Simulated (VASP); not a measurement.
# TiAl (Amm2) in VASP: notebook

TiAl is run at these levels: PBEsol; tasks: single point.

Program: VASP 6.6.1. These are calculated values, not measurements. Logs are shortened: lines on timing, memory, paths and dates and some standing lists are left out, and cuts for length are marked.

## (1) The cell of the first run

Symmetry: Amm2, No. 38, orthorhombic system. Conventional cell: a = 4.620 Å, b = 2.848 Å, c = 4.933 Å, α = 90.00°, β = 90.00°, γ = 90.00°. Ti (site symmetry mm2) has 6 Al at 2.76 to 3.03 Å and 6 Ti at 2.85 Å within 3.6 Å. Within 3.6 Å of Al (site symmetry mm2) lie 6 Ti at 2.76 to 3.03 Å and 6 Al at 2.85 Å.

## (2) Single point, PBEsol (atoms displaced along a vibrational mode)

The input, INCAR:

```
  PREC = Accurate
  ENCUT = 520
  EDIFF = 1E-6
  ISMEAR = 0
  SIGMA = 0.15
  LREAL = False
  LASPH = True
  NELM = 80
  ALGO = Fast
  ISIF = 2
  LWAVE = False
  LCHARG = True
  GGA = PS
  LELF = True
  LVHAR = True
  NBANDS = 14
```

The input, KPOINTS:

```
regular mesh
0
Gamma
  24 24 14
```

The input, POSCAR:

```
TiAl
1.0
    2.8478212847      0.0000000000      0.0000000000
   -1.4239106423      2.4662855780      0.0000000000
    0.0000000000      0.0000000000      4.6199447394
Ti Al
1 1
Direct
   -0.0228553110     -0.0457106221      0.0000000000
    0.3738801382      0.7477602763      0.5000000000
```

Potentials or basis: VASP PAW PBE potentials, release 64 (Ti_sv, Al).

The run is started by

```console
$ cat potpaw_PBE.64/Ti_sv/POTCAR potpaw_PBE.64/Al/POTCAR > POTCAR
$ mpirun -np 1 vasp_std > vasp.out
```

OUTCAR:

```text
PREC = Accurate
   ENCUT = 520
   EDIFF = 1E-6
   ISMEAR = 0
   LREAL = False
   LASPH = True
   NELM = 80
   ISIF = 2
   GGA = PS

 ion  position               nearest neighbor table
   1  0.977  0.954  0.000-   2 2.76   2 2.76   2 2.76   2 2.76   2 3.03   2 3.03
   2  0.374  0.748  0.500-   1 2.76   1 2.76   1 2.76   1 2.76   1 3.03   1 3.03

  LATTYP: Found a hexagonal cell.
 ALAT       =     2.8478212847
 C/A-ratio  =     1.6222734075

  Lattice vectors:

 A1 = (   2.8478212847,   0.0000000000,   0.0000000000)
 A2 = (  -1.4239106423,   2.4662855780,   0.0000000000)
 A3 = (   0.0000000000,   0.0000000000,   4.6199447394)

Analysis of symmetry for initial positions (statically):
=====================================================================
 Subroutine PRICEL returns:
 Original cell was already a primitive cell.

 Routine SETGRP: Setting up the symmetry group for a
 hexagonal supercell.

 Subroutine GETGRP returns: Found  4 space group operations
 (whereof  4 operations were pure point group operations)
 out of a pool of 24 trial point group operations.

The static configuration has the point symmetry C_2v.

Analysis of symmetry for dynamics (positions and initial velocities):
=====================================================================
 Subroutine PRICEL returns:
 Original cell was already a primitive cell.

 Routine SETGRP: Setting up the symmetry group for a
 hexagonal supercell.

 Subroutine GETGRP returns: Found  4 space group operations
 (whereof  4 operations were pure point group operations)
 out of a pool of 24 trial point group operations.

The dynamic configuration has the point symmetry C_2v.

 Subroutine INISYM returns: Found  4 space group operations
 (whereof  4 operations are pure point group operations),
 and found     1 'primitive' translations

----------------------------------------------------------------------------------------

                                     Primitive cell

  volume of cell :      32.4484

  direct lattice vectors                    reciprocal lattice vectors
     2.847821285  0.000000000  0.000000000     0.351145630  0.202734024  0.000000000
    -1.423910642  2.466285578  0.000000000     0.000000000  0.405468048  0.000000000
     0.000000000  0.000000000  4.619944739     0.000000000  0.000000000  0.216452805

  length of vectors
     2.847821285  2.847821285  4.619944739     0.405468048  0.405468048  0.216452805

  position of ions in fractional coordinates (direct lattice)
     0.977144689  0.954289378  0.000000000
     0.373880138  0.747760276  0.500000000

  ion indices of the primitive-cell ions
   primitive index   ion index
                 1           1
                 2           2

----------------------------------------------------------------------------------------

 KPOINTS: regular mesh

Automatic generation of k-mesh.
 Grid dimensions read from file:
 generate k-points for:   24   24   14

 Generating k-lattice:

  Cartesian coordinates                     Fractional coordinates (reciprocal lattice)
     0.014631068  0.008447251  0.000000000     0.041666667 -0.000000000  0.000000000
     0.000000000  0.016894502  0.000000000     0.000000000  0.041666667  0.000000000
     0.000000000  0.000000000  0.015460915     0.000000000  0.000000000  0.071428571

  Length of vectors
     0.016894502  0.016894502  0.015460915

  Shift w.r.t. Gamma in fractional coordinates (k-lattice)
     0.000000000  0.000000000  0.000000000

 Subroutine IBZKPT returns following result:
 ===========================================

 Found   1256 irreducible k-points:

 Following reciprocal coordinates:
            Coordinates               Weight
  0.000000  0.000000  0.000000      1.000000
  0.041667  0.000000  0.000000      4.000000
  0.000000  0.041667  0.000000      2.000000
  0.083333 -0.000000  0.000000      4.000000
  0.000000  0.083333  0.000000      2.000000
  0.125000 -0.000000  0.000000      4.000000
[... 16 lines left out ...]
  0.000000  0.458333  0.000000      2.000000
  0.500000 -0.000000  0.000000      2.000000
 [... further k-points ...]
   k-points           NKPTS =   1256   k-points in BZ     NKDIM =   1256   number of bands    NBANDS=     14
   number of dos      NEDOS =    301   number of ions     NIONS =      2
   total plane-waves  NPLWV =  20736
   dimension x,y,z NGX =    24 NGY =   24 NGZ =   36
   dimension x,y,z NGXF=    48 NGYF=   48 NGZF=   72
   ions per type =               1   1
   NGX,Y,Z   is equivalent  to a cutoff of  14.01, 14.01, 12.95 a.u.
   NGXF,Y,Z  is equivalent  to a cutoff of  28.02, 28.02, 25.91 a.u.
 SYSTEM =  unknown system
   PREC   = accura    normal or accurate (medium, high low for compatibility)
   ISTART =      0    job   : 0-new  1-cont  2-samecut
   ICHARG =      2    charge: 1-file 2-atom 10-const
   ISPIN  =      1    spin polarized calculation?
   LNONCOLLINEAR =      F non collinear calculations
   LSORBIT =      F    spin-orbit coupling
   LASPH  =      T    aspherical Exc in radial PAW
   ENCUT  =  520.0 eV  38.22 Ry    6.18 a.u.   5.30  5.30  8.59*2*pi/ulx,y,z
   NELM   =     80;   NELMIN=  2; NELMDL= -5     # of ELM steps
   EDIFF  = 0.1E-05   stopping-criterion for ELM
   LREAL  =      F    real-space projection
   EDIFFG = 0.1E-04   stopping-criterion for IOM
   NSW    =      0    number of steps for IOM
   IBRION =     -1    ionic relax: 0-MD 1-quasi-New 2-CG
   NFREE  =      0    steps in history (QN), initial steepest desc. (CG)
   ISIF   =      2    stress and relaxation
   ISYM   =      2    0-nonsym 1-usesym 2-fastsym
   POTIM  = 0.5000    time-step for ionic-motion
   TEBEG  =    0.0;   TEEND  =   0.0 temperature during run
   PSTRESS=    0.0 pullay stress
   NELECT =      15.0000    total number of electrons
   NUPDOWN=      -1.0000    fix difference up-down
   EMIN   =  10.00;   EMAX   =-10.00  energy-range for DOS
   EFERMI =   0.00;   METHOD = LEGACY
   ISMEAR =     0;   SIGMA  =   0.15  broadening in eV -4-tet -1-fermi 0-gaus
   EFERMI_NEDOS =   21; number of points for ismear=-14 and -15
   IALGO  =     68    algorithm
   IMIX   =      4    mixing-type and parameters
     AMIX     =   0.40;   BMIX     =  1.00
     AMIX_MAG =   1.60;   BMIX_MAG =  1.00
  volume/ion in A,a.u.               =      16.22       109.49
  Fermi-wavevector in a.u.,A,eV,Ry     =   1.265827  2.392066 21.800854  1.602318
  Thomas-Fermi vector in A             =   2.399060
   LORBIT       =      0    0 simple, 1 ext, 2 COOP (PROOUT), +10 PAW based schemes
   GGA     = PS    functional components
   LHFCALC =     F    Hartree Fock is set to
   AEXX    =    0.0000 exact exchange contribution
   IVDW    =     0    specifies the selected vdW correction
   LEPSILON=     F    determine dielectric tensor
   LRPA    =     F    only Hartree local field effects (RPA)
 non-spin polarized calculation
 RMM-DIIS sequential band-by-band and
 Gauss-broadening in eV      SIGMA  =   0.15
  energy-cutoff  :      520.00
  volume of cell :       32.45
 maximum number of plane-waves:       888
 NGX is ok and might be reduce to    24
   NGX = 11   NGY = 11   NGZ = 17

 number of electron      15.0000004 magnetization

 Free energy of the ion-electron system (eV)
  ---------------------------------------------------
  ext. energy  EPLUGINS =         0.00000000
  ---------------------------------------------------
  free energy    TOTEN  =       -12.87176011 eV

  energy without entropy =      -12.84362005  energy(sigma->0) =      -12.85769008

 E-fermi :   8.0318     XC(G=0): -11.1424

 val. band max:        8.0317030806   @ k =  -0.2917  -0.3750   0.2857
 cond. band min:       8.0320201402   @ k =  -0.1667   0.3750   0.2143
 fundamental gap:      0.0003170595
 Fermi energy:         8.0317769224

 k-point     1 :       0.0000    0.0000    0.0000
  band No.  band energies     occupation
      1     -48.1888      2.00000
      2     -24.6188      2.00000
      3     -24.1817      2.00000
      4     -24.1594      2.00000
      5      -0.9990      2.00000
      6       5.7306      2.00000
      7       6.2521      2.00000
      8       9.3259      0.00000
      9       9.3675      0.00000
     10      10.7959      0.00000
     11      10.9335      0.00000
     12      12.0980      0.00000
     13      21.0462      0.00000
     14      21.2962      0.00000

 k-point     2 :       0.0417    0.0000    0.0000
  band No.  band energies     occupation
      1     -48.1870      2.00000
      2     -24.6171      2.00000
      3     -24.1870      2.00000
      4     -24.1676      2.00000
      5      -0.9550      2.00000
      6       5.7790      2.00000
      7       6.2544      2.00000
      8       9.3078      0.00000
      9       9.3780      0.00000
     10      10.8010      0.00000
     11      10.9285      0.00000
     12      12.1091      0.00000
     13      20.1817      0.00000
     14      20.5857      0.00000

 k-point     3 :       0.0000    0.0417    0.0000
  band No.  band energies     occupation
      1     -48.1871      2.00000
      2     -24.6171      2.00000
      3     -24.1926      2.00000
      4     -24.1619      2.00000
      5      -0.9553      2.00000
      6       5.7791      2.00000
      7       6.2593      2.00000
      8       9.2820      0.00000
      9       9.4038      0.00000
     10      10.7836      0.00000
     11      10.9388      0.00000
     12      12.1047      0.00000
     13      20.2662      0.00000
     14      20.5165      0.00000

 k-point     4 :       0.0833   -0.0000    0.0000
  band No.  band energies     occupation
      1     -48.1818      2.00000
      2     -24.6119      2.00000
      3     -24.2117      2.00000
      4     -24.1823      2.00000
      5      -0.8235      2.00000
      6       5.9209      2.00000
      7       6.2610      2.00000
      8       9.1860      0.00000
      9       9.4825      0.00000
     10      10.8030      0.00000
     11      10.9291      0.00000
     12      12.1414      0.00000
     13      18.8217      0.00000
     14      19.8935      0.00000

 k-point     5 :       0.0000    0.0833    0.0000
  band No.  band energies     occupation
      1     -48.1819      2.00000
      2     -24.6120      2.00000
      3     -24.2246      2.00000
      4     -24.1691      2.00000
      5      -0.8245      2.00000
      6       5.9210      2.00000
      7       6.2802      2.00000
      8       9.1573      0.00000
      9       9.5117      0.00000
     10      10.7479      0.00000
     11      10.9557      0.00000
[... 276 lines left out ...]
 k-point    22 :       0.4583   -0.0000    0.0000
  band No.  band energies     occupation
      1     -48.0853      2.00000
      2     -24.7790      2.00000
      3     -24.5169      2.00000
      4     -24.3167      2.00000
      5       3.7993      2.00000
      6       5.7203      2.00000
      7       6.3547      2.00000
      8       7.0388      2.00000
      9      10.2212      0.00000
     10      12.0467      0.00000
     11      12.1458      0.00000
     12      12.4270      0.00000
     13      13.4554      0.00000
     14      16.2517      0.00000

 k-point    23 :       0.0000    0.4583    0.0000
  band No.  band energies     occupation
      1     -48.0856      2.00000
      2     -24.7914      2.00000
      3     -24.5184      2.00000
      4     -24.2998      2.00000
      5       3.7750      2.00000
      6       5.6000      2.00000
      7       6.6746      2.00000
      8       7.1022      2.00000
      9      10.1345      0.00000
     10      11.7732      0.00000
     11      12.0492      0.00000
     12      12.3136      0.00000
     13      13.4497      0.00000
     14      16.0072      0.00000

 k-point    24 :       0.5000   -0.0000    0.0000
  band No.  band energies     occupation
      1     -48.0835      2.00000
      2     -24.7893      2.00000
      3     -24.5151      2.00000
      4     -24.3191      2.00000
      5       4.2669      2.00000
      6       5.2526      2.00000
      7       6.3561      2.00000
      8       6.9967      2.00000
      9      10.2104      0.00000
     10      12.1143      0.00000
     11      12.1917      0.00000
     12      12.4921      0.00000
     13      13.5532      0.00000
     14      16.2029      0.00000

 [... further k-points ...]

------------------------ aborting loop because EDIFF is reached ----------------------------------------

  FORCE on cell =-STRESS in cart. coord.  units (eV):
  Direction    XX          YY          ZZ          XY          YZ          ZX
  --------------------------------------------------------------------------------------
  -------------------------------------------------------------------------------------
  Total        1.0652118     -1.0572811      0.3936726     -0.0000000      0.0000000      0.0000000
  in kB       52.5961168    -52.2045259     19.4380576     -0.0000000      0.0000000      0.0000000
  external PRESSURE =       6.6098828 kB  Pullay stress =       0.0000000 kB

 VOLUME and BASIS-vectors are now :
 -----------------------------------------------------------------------------
  energy-cutoff  :      520.00
  volume of cell :       32.45
      direct lattice vectors                 reciprocal lattice vectors
     2.847821285  0.000000000  0.000000000     0.351145630  0.202734024  0.000000000
    -1.423910642  2.466285578  0.000000000     0.000000000  0.405468048  0.000000000
     0.000000000  0.000000000  4.619944739     0.000000000  0.000000000  0.216452805

 POSITION                                       TOTAL-FORCE (eV/Angst)
 -----------------------------------------------------------------------------------
      1.42391      2.35355      0.00000         0.000000      0.382329      0.000000
      0.00000      1.84419      2.30997        -0.000000     -0.382329      0.000000
 -----------------------------------------------------------------------------------
    total drift:                               -0.000000      0.000316      0.000000

  FREE ENERGIE OF THE ION-ELECTRON SYSTEM (eV)
  ---------------------------------------------------
  free  energy   TOTEN  =       -12.8717601082 eV

  energy  without entropy=      -12.8436200466  energy(sigma->0) =      -12.85769008
```

Wall time 31 min (1 thread of Oxide Virtual Turin-like, shared host); peak memory 0.62 GiB.

Results:

```yaml
Free_energy: -12.8718 eV
Pressure: 0.7 GPa
Largest_force: 0.382 eV/Å
Band_gap_on_the_k_mesh: zero (an odd number of electrons rules out a gap without spin polarisation)
```

Forces on the atoms (eV/Å):
```
Ti   0.000  0.382  0.000
Al   0.000 -0.382  0.000
```

Levels at points of the mesh, in eV from the Fermi level:
```csv
k point,band 4,band 5,band 6,band 7,band 8,band 9,band 10,band 11,band 12,band 13
"(0.00, 0.00, 0.00)",-32.19,-9.03,-2.30,-1.78,1.29,1.34,2.76,2.90,4.07,13.01
"(0.50, 0.00, 0.00)",-32.35,-3.76,-2.78,-1.68,-1.04,2.18,4.08,4.16,4.46,5.52
"(0.00, 0.50, 0.00)",-32.33,-3.77,-2.90,-1.35,-0.98,2.09,3.77,4.08,4.42,5.46
"(0.00, 0.00, 0.50)",-32.19,-8.09,-5.31,-0.45,1.32,1.35,2.70,2.82,6.98,11.41
"(0.50, 0.00, 0.50)",-32.35,-3.72,-2.48,-1.76,0.47,0.92,1.96,3.17,4.09,6.81
"(0.00, 0.50, 0.50)",-32.33,-3.71,-2.22,-2.02,0.74,1.03,1.88,2.85,4.08,6.60
```

Caveat: the cell differs from its parent crystal (atoms displaced along a vibrational mode); the stress differs along the axes, from -5 to 5 GPa; the PAW data sets were made with another functional, which shifts forces and pressure a little.

## (3) Single point, PBEsol (atoms displaced along a vibrational mode)

The input, INCAR:

```
  PREC = Accurate
  ENCUT = 520
  EDIFF = 1E-7
  ISMEAR = 0
  SIGMA = 0.15
  LREAL = False
  LASPH = True
  NELM = 60
  ALGO = Fast
  ISIF = 2
  LWAVE = False
  LCHARG = False
  GGA = PS
  NBANDS = 14
```

The input, KPOINTS:

```
Automatic mesh
0
Gamma
  24 24 14
```

The input, POSCAR:

```
TiAl
1.0
    2.8478212847      0.0000000000      0.0000000000
   -1.4239106423      2.4662855780      0.0000000000
    0.0000000000      0.0000000000      4.6199447394
Ti Al
1 1
Direct
    0.0171414833      0.0342829666      0.0000000000
    0.3029232297      0.6058464594      0.5000000000
```

Potentials or basis: VASP PAW PBE potentials, release 64 (Ti_sv, Al).

The run is started by

```console
$ cat potpaw_PBE.64/Ti_sv/POTCAR potpaw_PBE.64/Al/POTCAR > POTCAR
$ mpirun -np 1 vasp_std > vasp.out
```

It took 35 min on 1 thread of Oxide Virtual Turin-like, shared host; peak memory 0.62 GiB.

The run converged. Its results:

- Free energy: -12.8780 eV
- Pressure: 0.6 GPa
- Largest force: 0.619 eV/Å
- Band gap on the k mesh: zero (an odd number of electrons rules out a gap without spin polarisation)

Forces on the atoms (eV/Å):
```
Ti   0.000 -0.619  0.000
Al   0.000  0.619  0.000
```

Stress tensor (GPa, compression positive):
```
-3.53  0.00  0.00
 0.00  3.42  0.00
 0.00  0.00  1.89
```

Levels at points of the mesh, in eV from the Fermi level:
```csv
k point,band 4,band 5,band 6,band 7,band 8,band 9,band 10,band 11,band 12,band 13
"(0.00, 0.00, 0.00)",-32.20,-9.03,-2.30,-1.78,1.30,1.32,2.79,2.88,4.06,13.03
"(0.50, 0.00, 0.00)",-32.34,-3.77,-2.85,-1.51,-1.01,2.12,4.08,4.10,4.27,5.50
"(0.00, 0.50, 0.00)",-32.36,-3.77,-2.77,-1.70,-1.04,2.17,4.08,4.16,4.52,5.56
"(0.00, 0.00, 0.50)",-32.20,-8.09,-5.31,-0.45,1.31,1.34,2.72,2.79,6.99,11.39
"(0.50, 0.00, 0.50)",-32.34,-3.72,-2.34,-1.91,0.62,0.97,1.92,3.00,4.08,6.69
"(0.00, 0.50, 0.50)",-32.36,-3.73,-2.50,-1.74,0.42,0.95,1.96,3.17,4.08,6.83
```

Caveat: the cell differs from its parent crystal (atoms displaced along a vibrational mode); the stress differs along the axes, from -4 to 3 GPa; the PAW data sets were made with another functional, which shifts forces and pressure a little.
